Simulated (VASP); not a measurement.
# Y in VASP: single point with LDA

Aim: the single point of Y with LDA.

All numbers are computed with VASP 6.6.1; they aren't measurements. Logs are shortened: lines on timing, memory, paths and dates and some standing lists are left out, and cuts for length are marked.

### 1 The cell of the first run

The cell holds a sublattice, 2 atoms: a = 4.131 Å, b = 5.433 Å, c = 6.620 Å, α = 90.00°, β = 90.00°, γ = 112.34°.

### 2 Single point, LDA

INCAR

```
SYSTEM = Y
  PREC = Accurate
  ENCUT = 400
  EDIFF = 1E-6
  ISMEAR = 0
  SIGMA = 0.1
  LREAL = .False.
  LASPH = .True.
  NELM = 120
  ALGO = Normal
  ISIF = 2
  LWAVE = .False.
  LCHARG = .False.
  GGA = CA
  NBANDS = 18
  GGA_COMPAT = .False.
```

KPOINTS

```
regular mesh
0
Gamma
  10 10 6
  0 0 0
```

POSCAR

```
Y
1.0
   -4.1310000000      0.0000000000      0.0000000000
    2.0655000000     -5.0250000000      0.0000000000
    0.0000000000      0.0000000000      6.6200000000
Y
2
Direct
    0.9280000000      0.8560000000      0.2500000000
    0.0720000000      0.1440000000      0.7500000000
```

Potentials or basis: VASP PAW LDA potentials, release 64 (Y_sv).

The run is started by

```console
$ cat potpaw_LDA.64/Y_sv/POTCAR > POTCAR
$ mpirun -np 1 vasp_std > vasp.out
```

OUTCAR:

```text
SYSTEM = Y
   PREC = Accurate
   ENCUT = 400
   EDIFF = 1E-6
   ISMEAR = 0
   LREAL = .False.
   LASPH = .True.
   NELM = 120
   ISIF = 2
   GGA = CA

 ion  position               nearest neighbor table
   1  0.928  0.856  0.250-   2 3.61   2 3.61
   2  0.072  0.144  0.750-   1 3.61   1 3.61

  LATTYP: Found a base centered orthorhombic cell.
 ALAT       =     4.1310000000
 B/A-ratio  =     2.4328249818
 C/A-ratio  =     1.6025175502

  Lattice vectors:

 A1 = (  -2.0655000000,   5.0250000000,   0.0000000000)
 A2 = (  -2.0655000000,  -5.0250000000,   0.0000000000)
 A3 = (   0.0000000000,   0.0000000000,   6.6200000000)

Analysis of symmetry for initial positions (statically):
=====================================================================
 Subroutine PRICEL returns:
 Original cell was already a primitive cell.

 Routine SETGRP: Setting up the symmetry group for a
 base centered orthorhombic supercell.

 Subroutine GETGRP returns: Found  8 space group operations
 (whereof  4 operations were pure point group operations)
 out of a pool of  8 trial point group operations.

The static configuration has the point symmetry C_2h.
 The point group associated with its full space group is D_2h.

Analysis of symmetry for dynamics (positions and initial velocities):
=====================================================================
 Subroutine PRICEL returns:
 Original cell was already a primitive cell.

 Routine SETGRP: Setting up the symmetry group for a
 base centered orthorhombic supercell.

 Subroutine GETGRP returns: Found  8 space group operations
 (whereof  4 operations were pure point group operations)
 out of a pool of  8 trial point group operations.

The dynamic configuration has the point symmetry C_2h.
 The point group associated with its full space group is D_2h.

 Subroutine INISYM returns: Found  8 space group operations
 (whereof  4 operations are pure point group operations),
 and found     1 'primitive' translations

----------------------------------------------------------------------------------------

                                     Primitive cell

  volume of cell :     137.4198

  direct lattice vectors                    reciprocal lattice vectors
    -4.131000000  0.000000000  0.000000000    -0.242072137 -0.099502488  0.000000000
     2.065500000 -5.025000000  0.000000000     0.000000000 -0.199004975  0.000000000
[... 83 lines left out ...]
   ENCUT  =  400.0 eV  29.40 Ry    5.42 a.u.   6.74  8.86 10.80*2*pi/ulx,y,z
   NELM   =    120;   NELMIN=  2; NELMDL= -5     # of ELM steps
   EDIFF  = 0.1E-05   stopping-criterion for ELM
   LREAL  =      F    real-space projection
   EDIFFG = 0.1E-04   stopping-criterion for IOM
   NSW    =      0    number of steps for IOM
   IBRION =     -1    ionic relax: 0-MD 1-quasi-New 2-CG
   NFREE  =      0    steps in history (QN), initial steepest desc. (CG)
   ISIF   =      2    stress and relaxation
   ISYM   =      2    0-nonsym 1-usesym 2-fastsym
   POTIM  = 0.5000    time-step for ionic-motion
   TEBEG  =    0.0;   TEEND  =   0.0 temperature during run
   PSTRESS=    0.0 pullay stress
   NELECT =      22.0000    total number of electrons
   NUPDOWN=      -1.0000    fix difference up-down
   EMIN   =  10.00;   EMAX   =-10.00  energy-range for DOS
   EFERMI =   0.00;   METHOD = LEGACY
   ISMEAR =     0;   SIGMA  =   0.10  broadening in eV -4-tet -1-fermi 0-gaus
   EFERMI_NEDOS =   21; number of points for ismear=-14 and -15
   IALGO  =     38    algorithm
   IMIX   =      4    mixing-type and parameters
     AMIX     =   0.40;   BMIX     =  1.00
     AMIX_MAG =   1.60;   BMIX_MAG =  1.00
  volume/ion in A,a.u.               =      68.71       463.68
  Fermi-wavevector in a.u.,A,eV,Ry     =   0.888927  1.679828 10.751198  0.790191
  Thomas-Fermi vector in A             =   2.010420
   LORBIT       =      0    0 simple, 1 ext, 2 COOP (PROOUT), +10 PAW based schemes
   GGA     = CA    functional components
   LHFCALC =     F    Hartree Fock is set to
   AEXX    =    0.0000 exact exchange contribution
   IVDW    =     0    specifies the selected vdW correction
   LEPSILON=     F    determine dielectric tensor
   LRPA    =     F    only Hartree local field effects (RPA)
 non-spin polarized calculation
 Gauss-broadening in eV      SIGMA  =   0.10
  energy-cutoff  :      400.00
  volume of cell :      137.42
 maximum number of plane-waves:      2519
   NGX = 13   NGY = 17   NGZ = 21

 number of electron      21.9999999 magnetization

 Free energy of the ion-electron system (eV)
  ---------------------------------------------------
  ext. energy  EPLUGINS =         0.00000000
  ---------------------------------------------------
  free energy    TOTEN  =        -9.59944077 eV

  energy without entropy =       -9.55001279  energy(sigma->0) =       -9.57472678

 E-fermi :   0.0072     XC(G=0):  -7.0073

 val. band max:        0.0061423358   @ k =   0.2000   0.1000   0.1667
 cond. band min:       0.0071781331   @ k =   0.2000   0.4000   0.1667
 fundamental gap:      0.0010357973
 Fermi energy:         0.0071640084

 k-point     1 :       0.0000    0.0000    0.0000
  band No.  band energies     occupation
      1     -44.0427      2.00000
      2     -44.0244      2.00000
      3     -24.1498      2.00000
      4     -24.1285      2.00000
      5     -24.0644      2.00000
      6     -24.0289      2.00000
[... 481 lines left out ...]
      5     -24.0622      2.00000
      6     -24.0356      2.00000
[... 10 lines left out ...]
     17       1.7361      0.00000
     18       1.9501      0.00000

 [... further k-points ...]

------------------------ aborting loop because EDIFF is reached ----------------------------------------

  FORCE on cell =-STRESS in cart. coord.  units (eV):
  Direction    XX          YY          ZZ          XY          YZ          ZX
  --------------------------------------------------------------------------------------
  -------------------------------------------------------------------------------------
  Total       -6.2960685     -5.0200239     -4.8723709      0.0000000     -0.0000000      0.0000000
  in kB      -73.4058676    -58.5284624    -56.8069765      0.0000000     -0.0000000      0.0000000
  external PRESSURE =     -62.9137688 kB  Pullay stress =       0.0000000 kB

 VOLUME and BASIS-vectors are now :
 -----------------------------------------------------------------------------
  energy-cutoff  :      400.00
  volume of cell :      137.42
      direct lattice vectors                 reciprocal lattice vectors
    -4.131000000  0.000000000  0.000000000    -0.242072137 -0.099502488  0.000000000
     2.065500000 -5.025000000  0.000000000     0.000000000 -0.199004975  0.000000000
     0.000000000  0.000000000  6.620000000     0.000000000  0.000000000  0.151057402

 POSITION                                       TOTAL-FORCE (eV/Angst)
 -----------------------------------------------------------------------------------
     -2.06550     -4.30140      1.65500        -0.000000     -0.014297      0.000000
     -0.00000     -0.72360      4.96500         0.000000      0.014297      0.000000
 -----------------------------------------------------------------------------------
    total drift:                                0.000000     -0.000000      0.000000

  FREE ENERGIE OF THE ION-ELECTRON SYSTEM (eV)
  ---------------------------------------------------
  free  energy   TOTEN  =        -9.5994407670 eV

  energy  without entropy=       -9.5500127906  energy(sigma->0) =       -9.57472678
```

OSZICAR:

```text
N       E                     dE             d eps       ncg     rms          rms(c)
DAV:   1     0.710008391823E+02    0.71001E+02   -0.94986E+03  5176   0.859E+02
DAV:   2    -0.189923242211E+01   -0.72900E+02   -0.71600E+02  5546   0.203E+02
DAV:   3    -0.102684874407E+02   -0.83693E+01   -0.82641E+01  8462   0.358E+01
DAV:   4    -0.105919262358E+02   -0.32344E+00   -0.32189E+00  6078   0.773E+00
DAV:   5    -0.106005959460E+02   -0.86697E-02   -0.86619E-02  7134   0.115E+00    0.197E+01
DAV:   6    -0.978448089688E+01    0.81612E+00   -0.11741E+00  4886   0.465E+00    0.120E+01
DAV:   7    -0.963235230002E+01    0.15213E+00   -0.16721E+00  5646   0.492E+00    0.227E+00
DAV:   8    -0.960483877951E+01    0.27514E-01   -0.41198E-01  5052   0.269E+00    0.131E+00
DAV:   9    -0.959941450252E+01    0.54243E-02   -0.38694E-02  5992   0.824E-01    0.426E-01
DAV:  10    -0.959957016509E+01   -0.15566E-03   -0.22244E-03  6102   0.361E-01    0.263E-01
DAV:  11    -0.959944966914E+01    0.12050E-03   -0.49879E-04  7090   0.109E-01    0.842E-02
DAV:  12    -0.959944004116E+01    0.96280E-05   -0.63559E-05  6958   0.360E-02    0.146E-02
DAV:  13    -0.959944076704E+01   -0.72588E-06   -0.26337E-06  5248   0.110E-02
   1 F= -.95994408E+01 E0= -.95747268E+01  d E =-.494280E-01
```

Run time: 3.5 min. Hardware: 1 thread of Intel Xeon 8259CL, shared host; peak memory 0.32 GiB.

What came out:

* Free energy: -9.5994 eV
* Pressure: -6.3 GPa
* Largest force: 0.014 eV/Å
* Band gap on the k mesh: zero (bands 11 and 12 overlap by 0.55 eV)

Forces on the atoms (eV/Å):
```
Y    0.000 -0.014  0.000
Y    0.000  0.014  0.000
```
